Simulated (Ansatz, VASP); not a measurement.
## One calculation of BaTiO3, two programs

```xyz
5
Lattice="3.9854 0.0000 0.0000 0.0000 3.9854 0.0000 0.0000 0.0000 4.0745" Properties=species:S:1:pos:R:3 pbc="T T T"
Ba    1.9927    1.9927    2.3776
Ti    0.0000    0.0000    0.4069
O     0.0000    1.9927    0.2568
O     1.9927    0.0000    0.2568
O     0.0000    0.0000    2.2431
```

Alike in both runs: task single point; functional PBE; k mesh 8 × 8 × 6; occupations gaussian, width 0.02 eV; no spin polarisation.

```csv
,VASP,Ansatz
version,VASP 6.6.1,Ansatz 0.2.0
potentials or method,"VASP PAW PBE potentials, release 64 (Ba_sv, Ti_sv, O), cutoff 520 eV","scalar-relativistic, plane waves, PAW"
valence electrons in the cell,40,40
```

VASP gave:

| Property | Result |
| --- | --- |
| gap on the k mesh at the Fermi level (eV) | 1.80 |
| least direct gap on the mesh (eV) | 2.23 |
| pressure (GPa) | 4.6 |
| traceless stress, the component that is largest in VASP (GPa) | 0.60 |
| rms of the force components (eV/Å) | 0.026 |

Question: Estimate Ansatz's values.

Answer: gap on the k mesh at the Fermi level (eV): 1.86; least direct gap on the mesh (eV): 2.26; pressure (GPa): 2.8; traceless stress, the component that is largest in VASP (GPa): 0.56; rms of the force components (eV/Å): 0.000.

Atom by atom the forces differ by 0.026 eV/Å (rms over components).

Spin-orbit coupling is off throughout.
